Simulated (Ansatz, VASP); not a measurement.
# Na in VASP and in Ansatz

File INCAR:

```
SYSTEM = Na
PREC = Accurate
ENCUT = 520
EDIFF = 1E-8
ISMEAR = -1
SIGMA = 0.05
LREAL = .FALSE.
LASPH = .TRUE.
NELM = 100
ALGO = Normal
ISIF = 2
LWAVE = .FALSE.
LCHARG = .FALSE.
GGA = PE
LEFG = .TRUE.
NBANDS = 14
```

KPOINTS

```
Automatic mesh
0
G
  13 13 7
  0 0 0
```

The input POSCAR:

```
Na
1.0
    3.7670009976      0.0000000000      0.0000000000
   -1.8835004988      3.2623185600      0.0000000000
    0.0000000000      0.0000000000      6.3386200000
Na
2
Direct
    0.3333333333      0.6666666667      0.2500000000
    0.6666666667      0.3333333333      0.7500000000
```

Input for Ansatz:

```yaml
crystal:
  lattice:
    - [3.7670009976, 0.0, 0.0]
    - [-1.8835004988, 3.26231856, 0.0]
    - [0.0, 0.0, 6.33862]
  atoms:
    - { symbol: Na, position: [0.3333333333, 0.6666666667, 0.25] }
    - { symbol: Na, position: [0.6666666667, 0.3333333333, 0.75] }
kpoints:
  mp_grid: { grid: [13, 13, 7] }
scf:
  occupations: { method: fermi_dirac, width: 0.05 }
hamiltonian:
  xc: pbe
  pseudopotentials: { kind: all_electron, datasets: crystal }
output:
  forces: true
  stress: true
  eigenvalues: true
  efg: { contact_densities: true }
```

Change from the starting cell: zz strain of +3 %, crystal datasets.

Alike in both runs: task electric field gradients; functional PBE; k mesh 13 × 13 × 7; occupations fermi-dirac, width 0.05 eV; no spin polarisation.

```csv
,VASP,Ansatz
version,VASP 6.6.1,Ansatz 0.2.0
potentials or method,"VASP PAW PBE potentials, release 64 (Na_pv), cutoff 520 eV","all-electron PAW with datasets made for the crystal, scalar-relativistic"
```

Ansatz gave:

```
pressure (GPa)                                                : -0.3
traceless stress, the component that is largest in VASP (GPa) : -0.13
size of Vzz on the site where it differs most (V/Å²)          : 0.5
```

**Question.** Estimate VASP's values.

**Answer.** Pressure (GPa): -0.4; traceless stress, the component that is largest in VASP (GPa): -0.13; size of Vzz on the site where it differs most (V/Å²): 0.5.

Ansatz ran all-electron here, and VASP with PAW potentials.
